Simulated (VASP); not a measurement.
Crystal: LiBr.

```
Li Br
1.0
     0.00000    2.73955    2.73955
     2.73955    0.00000    2.73955
     2.73955    2.73955    0.00000
Li Br
1 1
Direct
  0.00000 0.00000 0.00000
  0.50000 0.50000 0.50000
```

Base run:

| Property | Result |
| --- | --- |
| Program | VASP 6.6.1 |
| Functional | r2SCAN |
| Potentials or basis | VASP PAW PBE potentials, release 64 (Li_sv, Br) |
| Cutoff | 830 eV |
| k mesh | 6 × 6 × 6 |
| Occupations | gaussian, width 0.01 eV |
| Spin | no spin polarisation |

Its results: band gap on the k mesh 5.93 eV; pressure -0.4 GPa.

Task: The run is repeated on the same cell with these changes: functional from r2SCAN to PBEsol; cutoff from 830 eV to 750 eV; k mesh from 6 × 6 × 6 to 4 × 4 × 4. What comes out?

Result: Band gap on the k mesh 4.81 eV; pressure -0.9 GPa.

Several settings changed at once.

Caveats: some runs use coarse meshes; the PAW data sets were made with another functional, which shifts forces and pressure a little.

A k mesh can miss the band edges.
